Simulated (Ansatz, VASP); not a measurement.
## One calculation of Rh, two programs

```xyz
1
Lattice="2.2018 0.0000 0.0000 0.0000 2.2018 0.0000 0.0000 0.0000 2.2018" Properties=species:S:1:pos:R:3 pbc="T T T"
Rh    0.0000    0.0000    0.0000
```

Change from the starting cell: volume scaled by 0.7, LAPW.

Alike in both runs: task single point; functional LDA; k mesh 17 × 17 × 17; occupations fermi-dirac, width 0.08 eV; no spin polarisation.

```csv
,VASP,Ansatz
version,VASP 6.6.1,Ansatz 0.2.0
potentials or method,"VASP PAW LDA potentials, release 64 (Rh_pv), cutoff 520 eV","all-electron LAPW, scalar-relativistic"
```

Ansatz gave:

```
pressure (GPa) : 195.3
```

**Question.** Which values does VASP return?

**Answer.** Pressure (GPa): 199.3.

LDA's correlation is that of Perdew and Zunger in VASP and of Perdew and Wang (1992) in Ansatz. Both programs put the cell under a high pressure, so it lies far from rest at this level. Ansatz ran all-electron here, and VASP with PAW potentials.

Noted on VASP's run: the cell as given lies far from equilibrium.
